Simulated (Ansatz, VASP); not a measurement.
# NaH in VASP and in Ansatz

The input POSCAR:

```
NaH
1.0
    0.0000000000      2.4070229845      2.4070229845
    2.4070229845      0.0000000000      2.4070229845
    2.4070229845      2.4070229845      0.0000000000
Na H
1 1
Direct
    0.0000000000      0.0000000000      0.0000000000
    0.5000000000      0.5000000000      0.5000000000
```

File INCAR.step1:

```
SYSTEM = NaH
ALGO = Normal ; EDIFF = 1E-5
ENCUT = 520 ; GGA = PE
ISIF = 2 ; ISMEAR = -1
LASPH = .True. ; LREAL = .False.
LWAVE = .True. ; NBANDS = 11
NELM = 60 ; PREC = Accurate
SIGMA = 0.05
```

File INCAR.step2:

```
SYSTEM = NaH
ALGO = Normal ; EDIFF = 1E-7
ENCUT = 520 ; GGA = PE
HFSCREEN = 0.2079 ; ISIF = 2
ISMEAR = -1 ; ISTART = 1
LASPH = .True. ; LCHARG = .True.
LELF = .True. ; LHFCALC = .True.
LREAL = .False. ; LVHAR = .True.
LWAVE = .False. ; NBANDS = 11
NELM = 60 ; PREC = Accurate
PRECFOCK = Normal ; SIGMA = 0.05
```

File KPOINTS:

```
k-points
0
Gamma
  6 6 6
  0 0 0
```

File input:

```
crystal:
  lattice:
    - [0.0, 2.4070229845, 2.4070229845]
    - [2.4070229845, 0.0, 2.4070229845]
    - [2.4070229845, 2.4070229845, 0.0]
  atoms:
    - { symbol: Na, position: [0.0, 0.0, 0.0] }
    - { symbol: H, position: [0.5, 0.5, 0.5] }
hamiltonian:
  xc: hse06
  pseudopotentials: { kind: paw }
kpoints:
  mp_grid: { grid: [6, 6, 6] }
scf:
  occupations: { method: fermi_dirac, width: 0.05 }
output:
  forces: true
  stress: true
  eigenvalues: true
```

Alike in both runs: task single point; functional HSE06; k mesh 6 × 6 × 6; occupations fermi-dirac, width 0.05 eV; no spin polarisation.

```csv
,VASP,Ansatz
version,VASP 6.6.1,Ansatz 0.2.0
potentials or method,"VASP PAW PBE potentials, release 64 (Na_pv, H)",Ansatz PAW
plane-wave cutoff (eV),520,420
valence electrons in the cell,8,10
```

```csv
,VASP,Ansatz,Ansatz less VASP
gap on the k mesh at the Fermi level (eV),4.87,4.87,+0.005
least direct gap on the mesh (eV),5.78,5.78,+0.003
pressure (GPa),-0.1,-0.1,-0.01
```

VASP's potentials hold 8 valence electrons a cell and Ansatz's 10, so a difference there can come from the potentials and not from the codes.
